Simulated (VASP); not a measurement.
Wanted: the native input for a VASP 6.6.1 run.

```
Task                   : single point
Functional             : PBE
Potentials or basis    : VASP PAW PBE potentials, release 64 (Mg, H)
Cutoff                 : 520 eV
k mesh                 : 12 × 12 × 12
Occupations            : gaussian, width 0.05 eV
Spin                   : no spin polarisation
Dipole correction      : no
Further INCAR settings : ALGO = Normal; EDIFF = 1e-06; NBANDS = 9
```

The structure of MgH2 lies in POSCAR:

```
MgH2
1.0
    0.0000000000      2.3810671667      2.3810671667
    2.3810671667      0.0000000000      2.3810671667
    2.3810671667      2.3810671667      0.0000000000
Mg H
1 2
Direct
    0.0109804924     -0.0152199848     -0.0041949859
    0.7500000000      0.7500000000      0.7500000000
    0.2500000000      0.2500000000      0.2500000000
```

The input as run:

INCAR

```
ALGO = Normal
EDIFF = 1E-6
ENCUT = 520
GGA = PE
ISIF = 2
ISMEAR = 0
LASPH = T
LCHARG = F
LREAL = F
LWAVE = F
NBANDS = 9
NELM = 100
PREC = Accurate
SIGMA = 0.05
```

KPOINTS

```
k-points
0
Gamma
  12 12 12
```

Potentials or basis: VASP PAW PBE potentials, release 64 (Mg, H).

Run with:

```sh
$ cat potpaw_PBE.64/Mg/POTCAR potpaw_PBE.64/H/POTCAR > POTCAR
$ mpirun -np 1 vasp_std > vasp.out
```

It gave:

| Property | Result |
| --- | --- |
| Pressure | -0.5 GPa |
| Largest force | 0.151 eV/Å |
| Band gap on the k mesh | zero (band 2 reaches 3.86 eV, above the bottom of band 3 at 2.59 eV) |

It took 6.4 min on 1 thread of AMD EPYC 7R13, with other jobs on the host, peak memory 0.33 GiB.
